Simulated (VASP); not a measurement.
# MgO (P-6m2) in VASP: a series of runs

The runs below take MgO through single point, with LDA.

Everything below comes from runs of VASP 6.6.1. Logs are shortened: lines on timing, memory, paths and dates and some standing lists are left out, and cuts for length are marked.

## Step 1: The cell of the first run

It takes space group P-6m2 (No. 187, hexagonal). The conventional cell has a = 2.938 Å, b = 2.938 Å, c = 2.639 Å, α = 90.00°, β = 90.00°, γ = 120.00°. Within 2.8 Å of Mg (site symmetry -6m2) lie 6 O at 2.15 Å and 2 Mg at 2.64 Å. O (site symmetry -6m2) has 6 Mg at 2.15 Å and 2 O at 2.64 Å within 2.8 Å.

## Step 2: Single point, LDA (strain +0.000 along x and y, -0.015 along z)

The input, INCAR:

```
SYSTEM = MgO
PREC = Accurate ; ENCUT = 750
EDIFF = 1E-6 ; ISMEAR = 0
SIGMA = 0.05 ; LREAL = .FALSE.
LASPH = .TRUE. ; NELM = 120
ALGO = Normal ; ISIF = 2
LWAVE = .FALSE. ; LCHARG = .FALSE.
GGA = CA ; NBANDS = 15
GGA_COMPAT = .FALSE.
```

The input, KPOINTS:

```
Automatic mesh
0
G
  9 9 8
  0 0 0
```

The input, POSCAR:

```
MgO
1.0
    2.9380209034      0.0000000000      0.0000000000
   -1.4690104517      2.5444007392      0.0000000000
    0.0000000000      0.0000000000      2.6394848000
Mg O
1 1
Direct
    0.0000000000      0.0000000000      0.0000000000
    0.3333333333      0.6666666667      0.5000000000
```

Potentials or basis: VASP PAW LDA potentials, release 64 (Mg_sv, O).

Command:

```console
$ cat potpaw_LDA.64/Mg_sv/POTCAR potpaw_LDA.64/O/POTCAR > POTCAR
$ mpirun -np 1 vasp_std > vasp.out
```

OUTCAR:

```text
SYSTEM = MgO
   PREC = Accurate
   ENCUT = 750
   EDIFF = 1E-6
   ISMEAR = 0
   LREAL = .FALSE.
   LASPH = .TRUE.
   NELM = 120
   ISIF = 2
   GGA = CA

 ion  position               nearest neighbor table
   1  0.000  0.000  0.000-
   2  0.333  0.667  0.500-

  LATTYP: Found a hexagonal cell.
 ALAT       =     2.9380209034
 C/A-ratio  =     0.8983887068

  Lattice vectors:

 A1 = (   2.9380209034,   0.0000000000,   0.0000000000)
 A2 = (  -1.4690104517,   2.5444007392,   0.0000000000)
 A3 = (   0.0000000000,   0.0000000000,   2.6394848000)

Analysis of symmetry for initial positions (statically):
=====================================================================
 Subroutine PRICEL returns:
 Original cell was already a primitive cell.

 Routine SETGRP: Setting up the symmetry group for a
 hexagonal supercell.

 Subroutine GETGRP returns: Found 12 space group operations
 (whereof 12 operations were pure point group operations)
 out of a pool of 24 trial point group operations.

The static configuration has the point symmetry D_3h.

Analysis of symmetry for dynamics (positions and initial velocities):
=====================================================================
 Subroutine PRICEL returns:
 Original cell was already a primitive cell.

 Routine SETGRP: Setting up the symmetry group for a
 hexagonal supercell.

 Subroutine GETGRP returns: Found 12 space group operations
 (whereof 12 operations were pure point group operations)
 out of a pool of 24 trial point group operations.

The dynamic configuration has the point symmetry D_3h.

 Subroutine INISYM returns: Found 12 space group operations
 (whereof 12 operations are pure point group operations),
 and found     1 'primitive' translations

----------------------------------------------------------------------------------------

                                     Primitive cell

  volume of cell :      19.7315

  direct lattice vectors                    reciprocal lattice vectors
     2.938020903  0.000000000  0.000000000     0.340365175  0.196509926  0.000000000
    -1.469010452  2.544400739  0.000000000     0.000000000  0.393019851  0.000000000
     0.000000000  0.000000000  2.639484800     0.000000000  0.000000000  0.378861814

  length of vectors
     2.938020903  2.938020903  2.639484800     0.393019851  0.393019851  0.378861814

  position of ions in fractional coordinates (direct lattice)
     0.000000000  0.000000000  0.000000000
     0.333333333  0.666666667  0.500000000

  ion indices of the primitive-cell ions
   primitive index   ion index
                 1           1
                 2           2

----------------------------------------------------------------------------------------

 KPOINTS: Automatic mesh

Automatic generation of k-mesh.
 Grid dimensions read from file:
 generate k-points for:    9    9    8

 Generating k-lattice:

  Cartesian coordinates                     Fractional coordinates (reciprocal lattice)
     0.037818353  0.021834436  0.000000000     0.111111111  0.000000000  0.000000000
     0.000000000  0.043668872  0.000000000     0.000000000  0.111111111  0.000000000
     0.000000000  0.000000000  0.047357727     0.000000000  0.000000000  0.125000000

  Length of vectors
     0.043668872  0.043668872  0.047357727

  Shift w.r.t. Gamma in fractional coordinates (k-lattice)
     0.000000000  0.000000000  0.000000000

 Subroutine IBZKPT returns following result:
 ===========================================

 Found     60 irreducible k-points:

 Following reciprocal coordinates:
            Coordinates               Weight
  0.000000  0.000000  0.000000      1.000000
  0.111111  0.000000  0.000000      6.000000
  0.222222 -0.000000  0.000000      6.000000
  0.333333 -0.000000  0.000000      6.000000
  0.444444 -0.000000  0.000000      6.000000
  0.111111  0.111111  0.000000      6.000000
[... 16 lines left out ...]
  0.333333  0.222222  0.125000     24.000000
  0.333333  0.333333  0.125000      4.000000
 [... further k-points ...]
   k-points           NKPTS =     60   k-points in BZ     NKDIM =     60   number of bands    NBANDS=     15
   number of dos      NEDOS =    301   number of ions     NIONS =      2
   total plane-waves  NPLWV =  18816
   dimension x,y,z NGX =    28 NGY =   28 NGZ =   24
   dimension x,y,z NGXF=    56 NGYF=   56 NGZF=   48
   ions per type =               1   1
   NGX,Y,Z   is equivalent  to a cutoff of  15.84, 15.84, 15.12 a.u.
   NGXF,Y,Z  is equivalent  to a cutoff of  31.69, 31.69, 30.23 a.u.
 SYSTEM =  MgO
   PREC   = accura    normal or accurate (medium, high low for compatibility)
   ISTART =      0    job   : 0-new  1-cont  2-samecut
   ICHARG =      2    charge: 1-file 2-atom 10-const
   ISPIN  =      1    spin polarized calculation?
   LNONCOLLINEAR =      F non collinear calculations
   LSORBIT =      F    spin-orbit coupling
   LASPH  =      T    aspherical Exc in radial PAW
   ENCUT  =  750.0 eV  55.12 Ry    7.42 a.u.   6.56  6.56  5.89*2*pi/ulx,y,z
   NELM   =    120;   NELMIN=  2; NELMDL= -5     # of ELM steps
   EDIFF  = 0.1E-05   stopping-criterion for ELM
   LREAL  =      F    real-space projection
   EDIFFG = 0.1E-04   stopping-criterion for IOM
   NSW    =      0    number of steps for IOM
   IBRION =     -1    ionic relax: 0-MD 1-quasi-New 2-CG
   NFREE  =      0    steps in history (QN), initial steepest desc. (CG)
   ISIF   =      2    stress and relaxation
   ISYM   =      2    0-nonsym 1-usesym 2-fastsym
   POTIM  = 0.5000    time-step for ionic-motion
   TEBEG  =    0.0;   TEEND  =   0.0 temperature during run
   PSTRESS=    0.0 pullay stress
   NELECT =      16.0000    total number of electrons
   NUPDOWN=      -1.0000    fix difference up-down
   EMIN   =  10.00;   EMAX   =-10.00  energy-range for DOS
   EFERMI =   0.00;   METHOD = LEGACY
   ISMEAR =     0;   SIGMA  =   0.05  broadening in eV -4-tet -1-fermi 0-gaus
   EFERMI_NEDOS =   21; number of points for ismear=-14 and -15
   IALGO  =     38    algorithm
   IMIX   =      4    mixing-type and parameters
     AMIX     =   0.40;   BMIX     =  1.00
     AMIX_MAG =   1.60;   BMIX_MAG =  1.00
  volume/ion in A,a.u.               =       9.87        66.58
  Fermi-wavevector in a.u.,A,eV,Ry     =   1.526611  2.884876 31.708925  2.330540
  Thomas-Fermi vector in A             =   2.634620
   LORBIT       =      0    0 simple, 1 ext, 2 COOP (PROOUT), +10 PAW based schemes
   GGA     = CA    functional components
   LHFCALC =     F    Hartree Fock is set to
   AEXX    =    0.0000 exact exchange contribution
   IVDW    =     0    specifies the selected vdW correction
   LEPSILON=     F    determine dielectric tensor
   LRPA    =     F    only Hartree local field effects (RPA)
 non-spin polarized calculation
 Gauss-broadening in eV      SIGMA  =   0.05
  energy-cutoff  :      750.00
  volume of cell :       19.73
 maximum number of plane-waves:       947
 NGX is ok and might be reduce to    28
   NGX = 13   NGY = 13   NGZ = 11

 number of electron      16.0000007 magnetization

 Free energy of the ion-electron system (eV)
  ---------------------------------------------------
  ext. energy  EPLUGINS =         0.00000000
  ---------------------------------------------------
  free energy    TOTEN  =       -12.51059881 eV

  energy without entropy =      -12.51059881  energy(sigma->0) =      -12.51059881

 E-fermi :   3.2121     XC(G=0): -11.6214

 val. band max:        2.9311082866   @ k =   0.3333   0.3333   0.0000
 cond. band min:       5.9149343708   @ k =   0.0000   0.0000   0.0000
 fundamental gap:      2.9838260842
 Fermi energy:         3.2120720447

 k-point     1 :       0.0000    0.0000    0.0000
  band No.  band energies     occupation
      1     -69.5096      2.00000
      2     -36.9831      2.00000
      3     -36.9831      2.00000
      4     -36.9305      2.00000
      5     -14.4174      2.00000
      6       2.1228      2.00000
      7       2.1228      2.00000
      8       2.5528      2.00000
      9       5.9149      0.00000
     10      14.5847      0.00000
     11      18.0378      0.00000
     12      18.0378      0.00000
     13      22.5399      0.00000
     14      23.9589      0.00000
     15      25.2315      0.00000

 k-point     2 :       0.1111    0.0000    0.0000
  band No.  band energies     occupation
      1     -69.5085      2.00000
      2     -36.9917      2.00000
      3     -36.9849      2.00000
      4     -36.9293      2.00000
      5     -14.3028      2.00000
      6       1.3306      2.00000
      7       2.0309      2.00000
      8       2.5897      2.00000
      9       6.6648      0.00000
     10      14.5123      0.00000
     11      17.0890      0.00000
     12      18.3659      0.00000
     13      23.7242      0.00000
     14      23.7517      0.00000
     15      25.4293      0.00000

 k-point     3 :       0.2222   -0.0000    0.0000
  band No.  band energies     occupation
      1     -69.5062      2.00000
      2     -37.0139      2.00000
      3     -36.9899      2.00000
      4     -36.9268      2.00000
      5     -13.9971      2.00000
      6      -0.1005      2.00000
      7       1.8085      2.00000
      8       2.6852      2.00000
      9       7.9615      0.00000
     10      13.7934      0.00000
     11      16.6226      0.00000
     12      19.1606      0.00000
     13      23.1871      0.00000
     14      23.6465      0.00000
     15      26.1572      0.00000
[... 343 lines left out ...]
 k-point    23 :       0.3333    0.2222    0.1250
  band No.  band energies     occupation
      1     -69.4993      2.00000
      2     -37.0433      2.00000
      3     -37.0150      2.00000
      4     -36.9405      2.00000
      5     -13.1290      2.00000
      6      -1.4480      2.00000
      7       0.1373      2.00000
      8       2.2304      2.00000
      9      10.6610      0.00000
     10      13.5167      0.00000
     11      16.0103      0.00000
     12      19.5493      0.00000
     13      20.7865      0.00000
     14      23.9787      0.00000
     15      27.3089      0.00000

 k-point    24 :       0.3333    0.3333    0.1250
  band No.  band energies     occupation
      1     -69.4988      2.00000
      2     -37.0355      2.00000
      3     -37.0281      2.00000
      4     -36.9399      2.00000
      5     -13.0603      2.00000
      6      -0.8490      2.00000
      7      -0.8335      2.00000
      8       2.2680      2.00000
      9      11.0095      0.00000
     10      14.0014      0.00000
     11      15.3385      0.00000
     12      19.9513      0.00000
     13      20.5693      0.00000
     14      23.9606      0.00000
     15      27.0372      0.00000

 [... further k-points ...]

------------------------ aborting loop because EDIFF is reached ----------------------------------------

  FORCE on cell =-STRESS in cart. coord.  units (eV):
  Direction    XX          YY          ZZ          XY          YZ          ZX
  --------------------------------------------------------------------------------------
  -------------------------------------------------------------------------------------
  Total       -1.2028302     -1.2028302     -0.2798950     -0.0000000     -0.0000000      0.0000000
  in kB      -97.6686861    -97.6686861    -22.7272145     -0.0000000     -0.0000000      0.0000000
  external PRESSURE =     -72.6881956 kB  Pullay stress =       0.0000000 kB

 VOLUME and BASIS-vectors are now :
 -----------------------------------------------------------------------------
  energy-cutoff  :      750.00
  volume of cell :       19.73
      direct lattice vectors                 reciprocal lattice vectors
     2.938020903  0.000000000  0.000000000     0.340365175  0.196509926  0.000000000
    -1.469010452  2.544400739  0.000000000     0.000000000  0.393019851  0.000000000
     0.000000000  0.000000000  2.639484800     0.000000000  0.000000000  0.378861814

 POSITION                                       TOTAL-FORCE (eV/Angst)
 -----------------------------------------------------------------------------------
      0.00000      0.00000      0.00000         0.000000     -0.000000      0.000000
     -0.00000      1.69627      1.31974        -0.000000      0.000000      0.000000
 -----------------------------------------------------------------------------------
    total drift:                               -0.000000      0.000000     -0.000000

  FREE ENERGIE OF THE ION-ELECTRON SYSTEM (eV)
  ---------------------------------------------------
  free  energy   TOTEN  =       -12.5105988061 eV

  energy  without entropy=      -12.5105988061  energy(sigma->0) =      -12.51059881
```

It took 8.8 s on 1 thread of Intel Xeon 6975P-C (Granite Rapids), shared host; peak memory 0.15 GiB.

What came out:

```yaml
Free_energy: -12.5106 eV
Pressure: -7.3 GPa
Band_gap_on_the_k_mesh: 2.98 eV (least direct gap 3.36 eV)
```

Stress tensor (GPa, compression positive):
```
-9.77  0.00  0.00
 0.00 -9.77  0.00
 0.00  0.00 -2.27
```

Caveat: the cell differs from its parent crystal (strain +0.000 along x and y, -0.015 along z); the cell stands under tension; an odd mesh through Γ misses points on the zone boundary, where band edges can lie.

(Part 1 of 3 ends here.)
